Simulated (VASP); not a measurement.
# Cu: single point with PBEsol

Cu:

```
CELL_PARAMETERS angstrom
0.00000 1.73257 1.73257
1.73257 0.00000 1.73257
1.73257 1.73257 0.00000
ATOMIC_POSITIONS crystal
Cu 0.00000 0.00000 0.00000
```

```json
{
  "Program": "VASP 6.6.1",
  "Task": "single point",
  "Functional": "PBEsol",
  "Potentials or basis": "VASP PAW PBE potentials, release 64 (Cu)",
  "Cutoff": "520 eV",
  "k mesh": "25 × 25 × 25",
  "Occupations": "fermi-dirac, width 0.1 eV",
  "Spin": "no spin polarisation",
  "Dipole correction": "no",
  "Further INCAR settings": "ALGO = Normal; EDIFF = 1e-06; NBANDS = 12"
}
```

The pressure is 18.2 GPa. The band gap on the k mesh is zero (an odd number of electrons rules out a gap without spin polarisation).

Levels at points of the mesh, in eV from the Fermi level:
```tsv
k point	band 2	band 3	band 4	band 5	band 6	band 7	band 8	band 9	band 10	band 11
(0.00, 0.00, 0.00)	-3.49	-3.49	-3.49	-2.48	-2.48	23.55	27.17	27.17	27.17	29.83
```

Wall time 53 s on 1 thread of Intel Xeon 8259CL, on a shared host, peak memory 0.17 GiB.

Caveat: the cell stands under pressure; the PAW data sets were made with another functional, which shifts forces and pressure a little.
